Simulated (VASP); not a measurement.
The system is MgI2.

```
Mg I
1.0
     4.20720    0.00000    0.00000
    -2.10360    3.64354    0.00000
     0.00000    0.00000    8.02030
Mg I
1 2
Direct
  0.00000 0.00000 0.00000
  0.33333 0.66667 0.78587
  0.66667 0.33333 0.21413
```

This cell differs from its parent crystal: engineering shear strain xz +0.0000, normal strain along z +0.0267.

```yaml
Program: VASP 6.6.1
Task: relaxation of the atoms
Functional: PBE
Potentials_or_basis: VASP PAW PBE potentials, release 64 (Mg, I)
Cutoff: 520 eV
k_mesh: 6 × 6 × 4
Occupations: gaussian, width 0.05 eV
Spin: no spin polarisation
```

At the start: pressure -0.6 GPa; volume 40.98 Å³/atom.

Problem. How do energy, volume and symmetry change on relaxing?

Solution. Over 4 steps the energy falls by 3.3 meV/atom at a fixed cell; space group P-3m1 (No. 164, to 0.1 Å) before and after.

Step by step:
| step | energy change (eV) | largest force (eV/Å) | pressure (GPa) |
| --- | --- | --- | --- |
| 1 | 0.0000 | 0.2112 | -0.60 |
| 2 | -0.0039 | 0.1660 | -0.48 |
| 3 | -0.0098 | 0.0254 | -0.10 |
| 4 | -0.0099 | 0.0008 | -0.03 |

Final structure:
```
CELL_PARAMETERS angstrom
4.20720 0.00000 0.00000
-2.10360 3.64354 0.00000
0.00000 0.00000 8.02030
ATOMIC_POSITIONS crystal
Mg 0.00000 0.00000 0.00000
I 0.33333 0.66667 0.79164
I 0.66667 0.33333 0.20836
```

Caveat: the cell differs from its parent crystal (engineering shear strain xz +0.0000, normal strain along z +0.0267); this functional lacks dispersion, which binds layers or chains, so the pressure and a relaxed spacing across them are unreliable.
